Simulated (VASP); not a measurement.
# Hg (Fd-3m) in VASP: notebook, part 2 of 2

VASP 6.6.1. Earlier steps stand in the parts before.

## 4. Single point, PBE (29.35 Å³/atom)

This run uses another cell than the first one, of 29.35 Å³/atom.

Contents of INCAR:

```
PREC     = Accurate       # precision mode
ENCUT    = 520            # plane-wave cutoff, eV
EDIFF    = 1E-6           # SCF threshold, eV
ISMEAR   = -1             # smearing method
SIGMA    = 0.05           # smearing width, eV
LREAL    = False          # projectors in reciprocal space
LASPH    = True           # aspherical terms in the spheres
NELM     = 80             # most SCF steps
ALGO     = Normal         # electronic algorithm
ISIF     = 2              # what is computed and relaxed
LWAVE    = False          # write WAVECAR
LCHARG   = False          # write CHGCAR
GGA      = PE             # functional
NBANDS   = 19             # bands
```

Contents of KPOINTS:

```
Automatic mesh
0
Gamma
  11 11 11
```

Contents of POSCAR:

```
Hg
1.0
    0.0000000000      3.0847699732      3.0847699732
    3.0847699732      0.0000000000      3.0847699732
    3.0847699732      3.0847699732      0.0000000000
Hg
2
Direct
   -0.1250000000     -0.1250000000     -0.1250000000
    0.1250000000      0.1250000000      0.1250000000
```

Potentials or basis: VASP PAW PBE potentials, release 64 (Hg).

Run with:

```sh
cat potpaw_PBE.64/Hg/POTCAR > POTCAR
mpirun -np 1 vasp_std > vasp.out
```

OUTCAR:

```text
PREC = Accurate
   ENCUT = 520
   EDIFF = 1E-6
   ISMEAR = -1
   LREAL = False
   LASPH = True
   NELM = 80
   ISIF = 2
   GGA = PE

 ion  position               nearest neighbor table
   1  0.875  0.875  0.875-   2 2.67   2 2.67   2 2.67   2 2.67
   2  0.125  0.125  0.125-   1 2.67   1 2.67   1 2.67   1 2.67

  LATTYP: Found a face centered cubic cell.
 ALAT       =     6.1695399464

  Lattice vectors:

 A1 = (   0.0000000000,   3.0847699732,   3.0847699732)
 A2 = (   3.0847699732,   0.0000000000,   3.0847699732)
 A3 = (   3.0847699732,   3.0847699732,   0.0000000000)

Analysis of symmetry for initial positions (statically):
=====================================================================
 Subroutine PRICEL returns:
 Original cell was already a primitive cell.

 Routine SETGRP: Setting up the symmetry group for a
 face centered cubic supercell.

 Subroutine GETGRP returns: Found 48 space group operations
 (whereof 12 operations were pure point group operations)
 out of a pool of 48 trial point group operations.

The static configuration has the point symmetry D_3d.
[... 158 lines left out ...]
  free energy    TOTEN  =         0.49804764 eV

  energy without entropy =        0.50680015  energy(sigma->0) =        0.50242390

 E-fermi :   1.7659     XC(G=0):  -9.3895

 val. band max:        1.7489608919   @ k =   0.3636   0.2727   0.0909
 cond. band min:       1.7860935652   @ k =  -0.3636   0.4545   0.0909
 fundamental gap:      0.0371326733
 Fermi energy:         1.7659234032

 k-point     1 :       0.0000    0.0000    0.0000
  band No.  band energies     occupation
      1      -6.9782      2.00000
      2      -6.6019      2.00000
      3      -6.6019      2.00000
      4      -6.6019      2.00000
      5      -6.5341      2.00000
      6      -6.5341      2.00000
[... 505 lines left out ...]
      6      -6.0782      2.00000
[... 11 lines left out ...]
     18      10.3165      0.00000
     19      12.0961      0.00000

 [... further k-points ...]

------------------------ aborting loop because EDIFF is reached ----------------------------------------

  FORCE on cell =-STRESS in cart. coord.  units (eV):
  Direction    XX          YY          ZZ          XY          YZ          ZX
  --------------------------------------------------------------------------------------
  -------------------------------------------------------------------------------------
  Total        4.4483389      4.4483389      4.4483389      0.0000000     -0.0000000     -0.0000000
  in kB      121.3975995    121.3975995    121.3975995      0.0000000     -0.0000000     -0.0000000
  external PRESSURE =     121.3975995 kB  Pullay stress =       0.0000000 kB

 VOLUME and BASIS-vectors are now :
 -----------------------------------------------------------------------------
  energy-cutoff  :      520.00
  volume of cell :       58.71
      direct lattice vectors                 reciprocal lattice vectors
     0.000000000  3.084769973  3.084769973    -0.162086640  0.162086640  0.162086640
     3.084769973  0.000000000  3.084769973     0.162086640 -0.162086640  0.162086640
     3.084769973  3.084769973  0.000000000     0.162086640  0.162086640 -0.162086640

 POSITION                                       TOTAL-FORCE (eV/Angst)
 -----------------------------------------------------------------------------------
      5.39835      5.39835      5.39835        -0.000000     -0.000000     -0.000000
      0.77119      0.77119      0.77119         0.000000      0.000000      0.000000
 -----------------------------------------------------------------------------------
    total drift:                                0.000000      0.000000     -0.000000

  FREE ENERGIE OF THE ION-ELECTRON SYSTEM (eV)
  ---------------------------------------------------
  free  energy   TOTEN  =         0.4980476361 eV

  energy  without entropy=        0.5068001545  energy(sigma->0) =        0.50242390
```

OSZICAR:

```text
N       E                     dE             d eps       ncg     rms          rms(c)
DAV:   1     0.174120830312E+03    0.17412E+03   -0.12070E+04  2128   0.118E+03
DAV:   2     0.456783466501E+01   -0.16955E+03   -0.16239E+03  2191   0.305E+02
DAV:   3     0.395104712122E+00   -0.41727E+01   -0.41569E+01  2509   0.531E+01
DAV:   4     0.385561856688E+00   -0.95429E-02   -0.95410E-02  2351   0.251E+00
DAV:   5     0.385534293679E+00   -0.27563E-04   -0.27563E-04  2339   0.123E-01    0.790E+00
DAV:   6     0.483482657218E+00    0.97948E-01   -0.19865E-01  2412   0.455E+00    0.554E+00
DAV:   7     0.497126146141E+00    0.13643E-01   -0.43175E-02  2356   0.172E+00    0.161E+00
DAV:   8     0.498176074510E+00    0.10499E-02   -0.63378E-03  2253   0.927E-01    0.107E-01
DAV:   9     0.498108547832E+00   -0.67527E-04   -0.41603E-05  2395   0.578E-02    0.222E-02
DAV:  10     0.498048360681E+00   -0.60187E-04   -0.68752E-05  2259   0.509E-02    0.138E-02
DAV:  11     0.498047115062E+00   -0.12456E-05   -0.35394E-06  2434   0.185E-02    0.542E-03
DAV:  12     0.498047636121E+00    0.52106E-06   -0.69057E-07  1273   0.844E-03
   1 F= 0.49804764E+00 E0= 0.50242390E+00  d E =-.875252E-02
```

Wall time 25 s (1 thread of AMD EPYC 9R45 (Zen 5), shared host); peak memory 0.17 GiB.

What came out:

| Property | Result |
| --- | --- |
| Free energy | 0.4980 eV |
| Pressure | 12.1 GPa |
| Band gap on the k mesh | zero (bands 12 and 13 overlap by 5.44 eV) |

Levels at points of the mesh, in eV from the Fermi level:
```tsv
k point	band 8	band 9	band 10	band 11	band 12	band 13	band 14	band 15	band 16	band 17
(0.00, 0.00, 0.00)	-6.77	-6.77	-6.17	-6.17	4.95	6.11	6.11	6.11	7.36	7.36
```

Caveat: the cell stands under pressure; spin-orbit coupling is left out, which moves the levels of the heavy elements.

## 5. Single point, PBE (33.87 Å³/atom)

This run uses another cell than the first one, of 33.87 Å³/atom.

Contents of INCAR:

```
PREC = Accurate ; ENCUT = 520
EDIFF = 1E-7 ; ISMEAR = -1
SIGMA = 0.05 ; LREAL = F
LASPH = T ; NELM = 100
ALGO = Normal ; ISIF = 2
LWAVE = F ; LCHARG = F
GGA = PE ; NBANDS = 19
```

Contents of KPOINTS:

```
regular mesh
0
Gamma
  11 11 11
```

Contents of POSCAR:

```
Hg
1.0
    0.0000000000      3.2354802548      3.2354802548
    3.2354802548      0.0000000000      3.2354802548
    3.2354802548      3.2354802548      0.0000000000
Hg
2
Direct
   -0.1250000000     -0.1250000000     -0.1250000000
    0.1250000000      0.1250000000      0.1250000000
```

Run with:

```sh
cat potpaw_PBE.64/Hg/POTCAR > POTCAR
mpirun -np 1 vasp_std > vasp.out
```

Run time: 39 s. Hardware: 1 thread of AMD EPYC 9R45 (Zen 5), shared host; peak memory 0.2 GiB.

The run converged. Its results:

```yaml
Free_energy: 0.0537 eV
Pressure: 4.5 GPa
Band_gap_on_the_k_mesh: zero (bands 12 and 13 overlap by 3.87 eV)
```

Levels at points of the mesh, in eV from the Fermi level:
```
           k point  band 8  band 9  band 10  band 11  band 12  band 13  band 14  band 15  band 16  band 17
(0.00, 0.00, 0.00)   -6.68   -6.68    -6.27    -6.27     3.56     5.24     5.24     5.24     6.55     6.55
```

Caveat: the cell stands under pressure; spin-orbit coupling is left out, which moves the levels of the heavy elements.

## 6. Overview

| cell | gap on the mesh (eV) | pressure (GPa) |
| --- | --- | --- |
| a = 4.157 Å, angles 60.0°, 2 atoms | none | 27.3 |
| a = 4.363 Å, angles 60.0°, 2 atoms | none | 12.1 |
| a = 4.576 Å, angles 60.0°, 2 atoms | none | 4.5 |

Alike in all rows: task single point; level PBE; potentials or basis VASP PAW PBE potentials, release 64 (Hg); no spin polarisation; k mesh 11 × 11 × 11; cutoff (eV) 520; smearing fermi-dirac 0.05 eV.

Caveats: the cell stands under pressure; spin-orbit coupling is left out, which moves the levels of the heavy elements.

Total energies depend on the potentials used, so only differences within one code and one set of settings carry meaning.
